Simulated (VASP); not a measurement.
Input of a VASP 6.6.1 run:

The input INCAR:

```
PREC = Accurate
ENCUT = 520
EDIFF = 1E-6
ISMEAR = -1
SIGMA = 0.1
LREAL = F
LASPH = T
NELM = 100
ALGO = Normal
ISIF = 2
LWAVE = F
LCHARG = T
LELF = T
LVHAR = T
NBANDS = 15
```

File KPOINTS:

```
regular mesh
0
Gamma
  12 12 12
```

POSCAR

```
SrO
1.0
    0.0000000000      2.5663000000      2.5663000000
    2.5663000000      0.0000000000      2.5663000000
    2.5663000000      2.5663000000      0.0000000000
Sr O
1 1
Direct
    0.5000000000      0.5000000000      0.5000000000
    0.0000000000      0.0000000000      0.0000000000
```

Potentials or basis: VASP PAW LDA potentials, release 64 (Sr_sv, O).

Launch:

```sh
$ cat potpaw_LDA.64/Sr_sv/POTCAR potpaw_LDA.64/O/POTCAR > POTCAR
$ mpirun -np 1 vasp_std > vasp.out
```

Q: Predict the band gap on the k mesh.

A: 3.10 eV, indirect (least direct gap 3.18 eV).

Q: Estimate the pressure.

A: -3.1 GPa.

A k mesh can miss the band edges. As with any semilocal functional, this LDA gap is likely too small.
